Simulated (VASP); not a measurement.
Runs of VASP 6.6.1 on Be3ZnSe4. The structure is that of space group I-42m (No. 121), or close to it. The cells are those of the table. 

```csv
task,cell,k mesh,cutoff (eV),smearing,k mesh for the DOS,occupations for the DOS,gap on the mesh (eV),pressure (GPa),largest force (eV/Å)
relaxation of cell and atoms,"relaxed from a = 6.499 Å, angles 131.8, 131.8, 70.5°, 8 atoms",4 × 4 × 4,600,gaussian 0.1 eV,-,-,2.73,0.0,0.03
single point,"a = 6.499 Å, angles 131.7, 131.7, 70.8°, 8 atoms",4 × 4 × 4,520,gaussian 0.1 eV,-,-,2.73,0.2,0.01
single point,"a = 6.499 Å, angles 131.7, 131.7, 70.8°, 8 atoms",6 × 6 × 6,520,gaussian 0.01 eV,-,-,2.73,0.2,0.01
single point,"a = 6.499 Å, angles 131.8, 131.8, 70.5°, 8 atoms",4 × 4 × 4,520,gaussian 0.1 eV,-,-,(a),2.1,1.95
single point,"a = 6.499 Å, angles 131.7, 131.7, 70.8°, 8 atoms",6 × 6 × 6,520,gaussian 0.02 eV,-,-,2.73,0.2,0.01
```

Alike in all rows: level PBE; potentials or basis VASP PAW PBE potentials, release 64 (Be, Zn, Se); no spin polarisation.

**Question.** Fill in the values left out.

**Answer.** (a) 2.69.

Caveats: forces of over 1 eV/Å act on the atoms, so gaps and moduli don't describe the material at rest (some runs).

A k mesh can miss the band edges, and the runs leave out spin-orbit coupling on Se.
